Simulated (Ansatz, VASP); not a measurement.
# One calculation of CaSe, two programs

```xyz
2
Lattice="0.0000 2.9702 2.9702 2.9702 0.0000 2.9702 2.9702 2.9702 0.0000" Properties=species:S:1:pos:R:3 pbc="T T T"
Ca    0.0000    0.0000    0.0000
Se    2.9702    2.9702    2.9702
```

Alike in both runs: task single point; functional PBE; k mesh 2 × 2 × 2; occupations gaussian, width 0.1 eV; no spin polarisation.

|  | VASP | Ansatz |
| --- | --- | --- |
| version | VASP 6.6.1 | Ansatz 0.2.0 |
| potentials or method | VASP PAW PBE potentials, release 64 (Ca_sv, Se), cutoff 520 eV | scalar-relativistic, plane waves, PAW |
| valence electrons in the cell | 16 | 26 |

```tsv
	VASP	Ansatz	Ansatz less VASP
gap on the k mesh at the Fermi level (eV)	1.86	1.87	+0.011
least direct gap on the mesh (eV)	2.81	2.82	+0.009
pressure (GPa)	3.8	3.5	-0.21
```

With one functional, cell and mesh, what is left measures potentials, basis and numerics. VASP's potentials hold 16 valence electrons a cell and Ansatz's 26, so a difference there can come from the potentials and not from the codes.

The k mesh is coarse, so the values compare programs but aren't converged.
